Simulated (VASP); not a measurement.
Set up this calculation in VASP 6.6.1, as the native input.

```
Task                   : single point
Functional             : r2SCAN
Potentials or basis    : VASP PAW PBE potentials, release 64 (Ge_d)
Cutoff                 : 520 eV
k mesh                 : 10 × 10 × 10
Occupations            : fermi-dirac, width 1 eV
Spin                   : no spin polarisation
Dipole correction      : no
Further INCAR settings : ALGO = Normal; EDIFF = 1e-06; NBANDS = 21
```

The system is Ge.

```
CELL_PARAMETERS angstrom
0.00000 2.83601 2.83601
2.83601 0.00000 2.83601
2.83601 2.83601 0.00000
ATOMIC_POSITIONS crystal
Ge 0.50000 0.50000 0.50000
Ge 0.75000 0.75000 0.75000
```

One way to write it, as run:

POSCAR

```
Ge
1.0
    0.0000000000      2.8360149687      2.8360149687
    2.8360149687      0.0000000000      2.8360149687
    2.8360149687      2.8360149687      0.0000000000
Ge
2
Direct
    0.5000000000      0.5000000000      0.5000000000
    0.7500000000      0.7500000000      0.7500000000
```

INCAR.step1

```
PREC = Accurate ; ENCUT = 520
ISMEAR = -1 ; SIGMA = 1.0
LREAL = False ; LASPH = True
NELM = 100 ; NBANDS = 21
GGA = PE ; ALGO = Normal
EDIFF = 1E-4 ; LWAVE = True
LCHARG = False
```

INCAR.step2

```
PREC = Accurate ; ENCUT = 520
EDIFF = 1E-6 ; ISMEAR = -1
SIGMA = 1.0 ; LREAL = False
LASPH = True ; NELM = 100
ALGO = Normal ; ISIF = 2
LWAVE = False ; LCHARG = False
METAGGA = R2SCAN ; LMIXTAU = True
NBANDS = 21 ; ISTART = 1
```

KPOINTS

```
Automatic mesh
0
Gamma
  10 10 10
```

Potentials or basis: VASP PAW PBE potentials, release 64 (Ge_d).

Run with:

```bash
$ cat potpaw_PBE.64/Ge_d/POTCAR > POTCAR
$ cp INCAR.step1 INCAR
$ mpirun -np 1 vasp_std > vasp.out
$ cp INCAR.step2 INCAR
$ mpirun -np 1 vasp_std > vasp.out
```

Results of the run:

The pressure is 4.6 GPa and the band gap on the k mesh is 0.32 eV.

Caveat: the cell stands under pressure; the PAW data sets were made with another functional, which shifts forces and pressure a little.

Wall time 3.9 min on 1 thread of Intel Xeon 8259CL, with other jobs on the host, peak memory 0.19 GiB.
